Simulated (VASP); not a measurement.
# Ge2H in VASP: single point with PBE

Aim: the single point of Ge2H with PBE.

Everything below comes from runs of VASP 6.6.1. Logs are shortened: lines on timing, memory, paths and dates and some standing lists are left out, and cuts for length are marked.

**1. The cell of the first run**

The cell holds a slab with vacuum, 30 atoms: a = 8.004 Å, b = 8.004 Å, c = 19.598 Å, α = 90.00°, β = 90.00°, γ = 90.00°.

**2. Single point, PBE**

Contents of INCAR:

```
ALGO = Normal
EDIFF = 1E-6
ENCUT = 410
GGA = PE
GGA_COMPAT = False
ISIF = 2
ISMEAR = -1
LASPH = True
LCHARG = False
LREAL = False
LWAVE = False
NBANDS = 166
NELM = 120
NELMDL = -8
PREC = Accurate
SIGMA = 0.02
```

Contents of KPOINTS:

```
k-points
0
Gamma
  2 2 1
```

Contents of POSCAR:

```
Ge2H
1.0
    8.0044490000      0.0000000000      0.0000000000
    0.0000000000      8.0044490000      0.0000000000
    0.0000000000      0.0000000000     19.5975550000
H Ge
10 20
Direct
    0.4080105951      0.0000000000      0.0510267735
    0.0919863441      0.0000000000      0.0510267735
    0.9080075343      0.0000000000      0.0510267735
    0.5919832833      0.0000000000      0.0510267735
    0.4080105951      0.4999969392      0.0510267735
    0.0919863441      0.4999969392      0.0510267735
    0.9080075343      0.4999969392      0.0510267735
    0.5919832833      0.4999969392      0.0510267735
    0.2546583781      0.4691016209      0.4425807199
    0.7985559031      0.4235144730      0.4650325002
    0.2499984696      0.0000000000      0.0966651197
    0.7499954088      0.0000000000      0.0966651197
    0.2499984696      0.4999969392      0.0966651197
    0.7499954088      0.4999969392      0.0966651197
    0.2420403953      0.2515101289      0.1672249421
    0.7392513838      0.2561575444      0.1713632134
    0.2462755400      0.7456353336      0.1667401877
    0.7431742022      0.7523690887      0.1695160442
   -0.0091948865      0.2317586132      0.2410198619
    0.4989225367      0.2765836849      0.2433619908
   -0.0091948865      0.7541056230      0.2367948451
    0.4730619184      0.7473593748      0.2463674678
    0.0126429689     -0.0119558511      0.3122787511
    0.5030702301      0.0249611185      0.3096304616
   -0.0172903844      0.4981229814      0.3066249846
    0.4889530810      0.4976982176      0.3275663724
    0.2548582669      0.0695987944      0.3823283058
    0.7572538722      0.0787811878      0.3844510195
    0.2219015950      0.3989031600      0.3709646433
    0.7476717011      0.3939184321      0.3893291791
```

Potentials or basis: VASP PAW PBE potentials, release 64 (H, Ge_d).

Started as:

```
> cat potpaw_PBE.64/H/POTCAR potpaw_PBE.64/Ge_d/POTCAR > POTCAR
> mpirun -np 1 vasp_std > vasp.out
```

OUTCAR:

```text
EDIFF = 1E-6
   ENCUT = 410
   GGA = PE
   ISIF = 2
   ISMEAR = -1
   LASPH = True
   LREAL = False
   NELM = 120
   NELMDL = -8
   PREC = Accurate

 ion  position               nearest neighbor table
   1  0.408  0.000  0.051-  11 1.55
   2  0.092  0.000  0.051-  11 1.55
   3  0.908  0.000  0.051-  12 1.55
   4  0.592  0.000  0.051-  12 1.55
   5  0.408  0.500  0.051-  13 1.55
   6  0.092  0.500  0.051-  13 1.55
   7  0.908  0.500  0.051-  14 1.55
   8  0.592  0.500  0.051-  14 1.55
   9  0.255  0.469  0.443-  29 1.53
  10  0.799  0.424  0.465-  30 1.56
  11  0.250  0.000  0.097-   1 1.55   2 1.55  15 2.44  17 2.46
  12  0.750  0.000  0.097-   4 1.55   3 1.55  18 2.44  16 2.52
  13  0.250  0.500  0.097-   5 1.55   6 1.55  17 2.40  15 2.42
  14  0.750  0.500  0.097-   8 1.55   7 1.55  16 2.44  18 2.47
  15  0.242  0.252  0.167-  13 2.42  11 2.44  19 2.48  20 2.55
  16  0.739  0.256  0.171-  20 2.39  19 2.44  14 2.44  12 2.52
[... 8 lines left out ...]
  25  0.983  0.498  0.307-  29 2.43  21 2.46  19 2.49  30 2.62
  26  0.489  0.498  0.328-  20 2.42  29 2.43  30 2.54  22 2.56
  27  0.255  0.070  0.382-  23 2.46  24 2.47  29 2.66
  28  0.757  0.079  0.384-  30 2.53  24 2.54  23 2.59
  29  0.222  0.399  0.371-   9 1.53  25 2.43  26 2.43  27 2.66
  30  0.748  0.394  0.389-  10 1.56  28 2.53  26 2.54  25 2.62

  LATTYP: Found a simple tetragonal cell.
 ALAT       =     8.0044490000
 C/A-ratio  =     2.4483327959

  Lattice vectors:

 A1 = (   8.0044490000,   0.0000000000,   0.0000000000)
 A2 = (   0.0000000000,   8.0044490000,   0.0000000000)
 A3 = (   0.0000000000,   0.0000000000,  19.5975550000)

Analysis of symmetry for initial positions (statically):
=====================================================================
 Subroutine PRICEL returns:
 Original cell was already a primitive cell.

 Routine SETGRP: Setting up the symmetry group for a
 simple tetragonal supercell.

 Subroutine GETGRP returns: Found  1 space group operations
 (whereof  1 operations were pure point group operations)
 out of a pool of 16 trial point group operations.

The static configuration has the point symmetry C_1 .

Analysis of symmetry for dynamics (positions and initial velocities):
=====================================================================
 Subroutine PRICEL returns:
 Original cell was already a primitive cell.

 Routine SETGRP: Setting up the symmetry group for a
 simple tetragonal supercell.

 Subroutine GETGRP returns: Found  1 space group operations
 (whereof  1 operations were pure point group operations)
 out of a pool of 16 trial point group operations.

The dynamic configuration has the point symmetry C_1 .

 Subroutine INISYM returns: Found  1 space group operations
 (whereof  1 operations are pure point group operations),
 and found     1 'primitive' translations

----------------------------------------------------------------------------------------

                                     Primitive cell

  volume of cell :    1255.6389

  direct lattice vectors                    reciprocal lattice vectors
     8.004449000  0.000000000  0.000000000     0.124930523  0.000000000  0.000000000
     0.000000000  8.004449000  0.000000000     0.000000000  0.124930523  0.000000000
     0.000000000  0.000000000 19.597555000     0.000000000  0.000000000  0.051026773

  length of vectors
     8.004449000  8.004449000 19.597555000     0.124930523  0.124930523  0.051026773

  position of ions in fractional coordinates (direct lattice)
     0.408010595  0.000000000  0.051026773
     0.091986344  0.000000000  0.051026773
     0.908007534  0.000000000  0.051026773
     0.591983283  0.000000000  0.051026773
     0.408010595  0.499996939  0.051026773
     0.091986344  0.499996939  0.051026773
[... 22 lines left out ...]
     0.221901595  0.398903160  0.370964643
     0.747671701  0.393918432  0.389329179

  ion indices of the primitive-cell ions
   primitive index   ion index
                 1           1
                 2           2
                 3           3
                 4           4
                 5           5
                 6           6
[... 22 lines left out ...]
                29          29
                30          30

----------------------------------------------------------------------------------------

 KPOINTS: k-points

Automatic generation of k-mesh.
 Grid dimensions read from file:
 generate k-points for:    2    2    1

 Generating k-lattice:

  Cartesian coordinates                     Fractional coordinates (reciprocal lattice)
     0.062465262  0.000000000  0.000000000     0.500000000  0.000000000  0.000000000
     0.000000000  0.062465262  0.000000000     0.000000000  0.500000000  0.000000000
     0.000000000  0.000000000  0.051026773     0.000000000  0.000000000  1.000000000

  Length of vectors
     0.062465262  0.062465262  0.051026773

  Shift w.r.t. Gamma in fractional coordinates (k-lattice)
     0.000000000  0.000000000  0.000000000

 Subroutine IBZKPT returns following result:
 ===========================================

 Found      4 irreducible k-points:

 Following reciprocal coordinates:
            Coordinates               Weight
  0.000000  0.000000  0.000000      1.000000
  0.500000  0.000000  0.000000      1.000000
  0.000000  0.500000  0.000000      1.000000
  0.500000  0.500000  0.000000      1.000000
   k-points           NKPTS =      4   k-points in BZ     NKDIM =      4   number of bands    NBANDS=    166
   number of dos      NEDOS =    301   number of ions     NIONS =     30
   total plane-waves  NPLWV = 408240
   dimension x,y,z NGX =    54 NGY =   54 NGZ =  140
   dimension x,y,z NGXF=   108 NGYF=  108 NGZF=  280
   ions per type =              10  20
   NGX,Y,Z   is equivalent  to a cutoff of  11.22, 11.22, 11.88 a.u.
   NGXF,Y,Z  is equivalent  to a cutoff of  22.43, 22.43, 23.75 a.u.
 SYSTEM =  unknown system
   PREC   = accura    normal or accurate (medium, high low for compatibility)
   ISTART =      0    job   : 0-new  1-cont  2-samecut
   ICHARG =      2    charge: 1-file 2-atom 10-const
   ISPIN  =      1    spin polarized calculation?
   LNONCOLLINEAR =      F non collinear calculations
   LSORBIT =      F    spin-orbit coupling
   LASPH  =      T    aspherical Exc in radial PAW
   ENCUT  =  410.0 eV  30.13 Ry    5.49 a.u.  13.22 13.22 32.36*2*pi/ulx,y,z
   NELM   =    120;   NELMIN=  2; NELMDL= -8     # of ELM steps
   EDIFF  = 0.1E-05   stopping-criterion for ELM
   LREAL  =      F    real-space projection
   EDIFFG = 0.1E-04   stopping-criterion for IOM
   NSW    =      0    number of steps for IOM
   IBRION =     -1    ionic relax: 0-MD 1-quasi-New 2-CG
   NFREE  =      0    steps in history (QN), initial steepest desc. (CG)
   ISIF   =      2    stress and relaxation
   ISYM   =      2    0-nonsym 1-usesym 2-fastsym
   POTIM  = 0.5000    time-step for ionic-motion
   TEBEG  =    0.0;   TEEND  =   0.0 temperature during run
   PSTRESS=    0.0 pullay stress
   NELECT =     290.0000    total number of electrons
   NUPDOWN=      -1.0000    fix difference up-down
   EMIN   =  10.00;   EMAX   =-10.00  energy-range for DOS
   EFERMI =   0.00;   METHOD = LEGACY
   ISMEAR =    -1;   SIGMA  =   0.02  broadening in eV -4-tet -1-fermi 0-gaus
   EFERMI_NEDOS =   21; number of points for ismear=-14 and -15
   IALGO  =     38    algorithm
   IMIX   =      4    mixing-type and parameters
     AMIX     =   0.40;   BMIX     =  1.00
     AMIX_MAG =   1.60;   BMIX_MAG =  1.00
  volume/ion in A,a.u.               =      41.85       282.45
  Fermi-wavevector in a.u.,A,eV,Ry     =   1.004429  1.898096 13.726613  1.008878
  Thomas-Fermi vector in A             =   2.137044
   LORBIT       =      0    0 simple, 1 ext, 2 COOP (PROOUT), +10 PAW based schemes
   GGA     = PE    functional components
   LHFCALC =     F    Hartree Fock is set to
   AEXX    =    0.0000 exact exchange contribution
   IVDW    =     0    specifies the selected vdW correction
   LEPSILON=     F    determine dielectric tensor
   LRPA    =     F    only Hartree local field effects (RPA)
 non-spin polarized calculation
  energy-cutoff  :      410.00
  volume of cell :     1255.64
 maximum number of plane-waves:     23737
 NGX is ok and might be reduce to    54
   NGX = 27   NGY = 27   NGZ = 65

 number of electron     290.0000140 magnetization

 Free energy of the ion-electron system (eV)
  ---------------------------------------------------
  ext. energy  EPLUGINS =         0.00000000
  ---------------------------------------------------
  free energy    TOTEN  =      -116.61218019 eV

  energy without entropy =     -116.59895321  energy(sigma->0) =     -116.60556670

 E-fermi :  -1.2124     XC(G=0):  -4.6166

 val. band max:       -1.2338553940   @ k =   0.5000   0.0000   0.0000
 cond. band min:      -1.1934543522   @ k =   0.5000   0.0000   0.0000
 fundamental gap:      0.0404010418
 Fermi energy:        -1.2123676938

 k-point     1 :       0.0000    0.0000    0.0000
  band No.  band energies     occupation
      1     -25.8001      2.00000
      2     -25.7603      2.00000
      3     -25.7563      2.00000
      4     -25.7436      2.00000
      5     -25.7017      2.00000
      6     -25.6953      2.00000
[... 149 lines left out ...]
    156       1.2854      0.00000
    157       1.5673      0.00000

 k-point     2 :       0.5000    0.0000    0.0000
  band No.  band energies     occupation
      1     -25.8017      2.00000
      2     -25.7638      2.00000
      3     -25.7563      2.00000
      4     -25.7422      2.00000
      5     -25.7015      2.00000
      6     -25.6925      2.00000
[... 149 lines left out ...]
    156       1.7725      0.00000
    157       1.8435      0.00000

 k-point     3 :       0.0000    0.5000    0.0000
  band No.  band energies     occupation
      1     -25.8001      2.00000
      2     -25.7603      2.00000
      3     -25.7570      2.00000
      4     -25.7438      2.00000
      5     -25.7023      2.00000
      6     -25.6956      2.00000
[... 149 lines left out ...]
    156       1.7638      0.00000
    157       1.8554      0.00000

 k-point     4 :       0.5000    0.5000    0.0000
  band No.  band energies     occupation
      1     -25.8017      2.00000
      2     -25.7637      2.00000
      3     -25.7570      2.00000
      4     -25.7424      2.00000
      5     -25.7021      2.00000
      6     -25.6928      2.00000
[... 149 lines left out ...]
    156       2.2088      0.00000
    157       2.3595      0.00000
 [bands above 157 left out]

------------------------ aborting loop because EDIFF is reached ----------------------------------------

  FORCE on cell =-STRESS in cart. coord.  units (eV):
  Direction    XX          YY          ZZ          XY          YZ          ZX
  --------------------------------------------------------------------------------------
  -------------------------------------------------------------------------------------
  Total       14.4904268      3.3981885      1.7944932     -0.4160909      1.2090346      0.6821631
  in kB       18.4895773      4.3360400      2.2897477     -0.5309260      1.5427108      0.8704304
  external PRESSURE =       8.3717883 kB  Pullay stress =       0.0000000 kB

 VOLUME and BASIS-vectors are now :
 -----------------------------------------------------------------------------
  energy-cutoff  :      410.00
  volume of cell :     1255.64
      direct lattice vectors                 reciprocal lattice vectors
     8.004449000  0.000000000  0.000000000     0.124930523  0.000000000  0.000000000
     0.000000000  8.004449000  0.000000000     0.000000000  0.124930523  0.000000000
     0.000000000  0.000000000 19.597555000     0.000000000  0.000000000  0.051026773

 POSITION                                       TOTAL-FORCE (eV/Angst)
 -----------------------------------------------------------------------------------
      3.26590      0.00000      1.00000        -0.299496     -0.083314     -0.005616
      0.73630      0.00000      1.00000         0.312014     -0.049741     -0.008634
      7.26810      0.00000      1.00000        -0.302463     -0.010619      0.018590
      4.73850      0.00000      1.00000         0.346369     -0.082187     -0.109093
      3.26590      4.00220      1.00000        -0.299575      0.050049     -0.004078
      0.73630      4.00220      1.00000         0.313073      0.086277     -0.065610
[... 22 lines left out ...]
      1.77620      3.19300      7.27000         0.308051     -0.390950      0.400884
      5.98470      3.15310      7.62990         0.411609      0.193438     -0.802159
 -----------------------------------------------------------------------------------
    total drift:                                0.003296      0.009238     -0.000523

  FREE ENERGIE OF THE ION-ELECTRON SYSTEM (eV)
  ---------------------------------------------------
  free  energy   TOTEN  =      -116.6121801895 eV

  energy  without entropy=     -116.5989532120  energy(sigma->0) =     -116.60556670
```

It took 68 min on 1 thread of Intel Xeon 8259CL, shared host; peak memory 1 GiB.

Results:

```
Free energy            : -116.6122 eV
Largest force          : 1.725 eV/Å
Band gap on the k mesh : zero (bands 145 and 146 overlap by 0.20 eV)
```

Forces on the atoms (eV/Å):
```
H   -0.299 -0.083 -0.006
H    0.312 -0.050 -0.009
H   -0.302 -0.011  0.019
H    0.346 -0.082 -0.109
H   -0.300  0.050 -0.004
H    0.313  0.086 -0.066
H   -0.300  0.019 -0.043
H    0.327  0.016 -0.049
H   -0.312  0.126  0.530
H   -0.223  0.371  0.002
Ge   0.133  0.106 -0.066
Ge  -0.380  0.554  0.283
Ge  -0.165 -0.334 -0.464
Ge   0.019  0.123  0.085
Ge   0.318 -0.086  0.611
Ge   0.587 -0.675 -0.786
Ge  -0.385  0.304 -0.045
Ge  -1.088 -0.225 -0.146
Ge  -0.076  1.000 -0.669
Ge  -0.709 -0.086 -0.841
Ge   0.190 -0.455  0.337
Ge   1.555  0.426  0.615
Ge  -0.131  0.314  0.805
Ge   0.387 -1.211  0.424
Ge  -0.387 -0.860  0.686
Ge   0.160  0.432 -0.106
Ge  -0.153  0.657  0.033
Ge  -0.158 -0.231 -0.620
Ge   0.308 -0.391  0.401
Ge   0.412  0.193 -0.802
```

Levels at points of the mesh, in eV from the Fermi level:
```tsv
k point	band 142	band 143	band 144	band 145	band 146	band 147	band 148	band 149
(0.00, 0.00, 0.00)	-0.47	-0.44	-0.33	-0.16	-0.07	0.77	1.29	1.52
(0.50, 0.00, 0.00)	-0.98	-0.59	-0.34	-0.02	0.02	1.43	1.67	1.74
(0.00, 0.50, 0.00)	-1.07	-0.32	-0.18	-0.11	0.17	1.15	1.65	1.73
(0.50, 0.50, 0.00)	-1.29	-0.94	-0.80	0.12	0.16	1.70	1.92	2.12
```

Caveat: the k points lie up to 0.39 Å⁻¹ apart; the atoms stand as in a frame of molecular dynamics; there is no dipole correction, which matters where the two faces differ.

The gap in the log of VASP goes by the Fermi energy; the results here count the filled bands.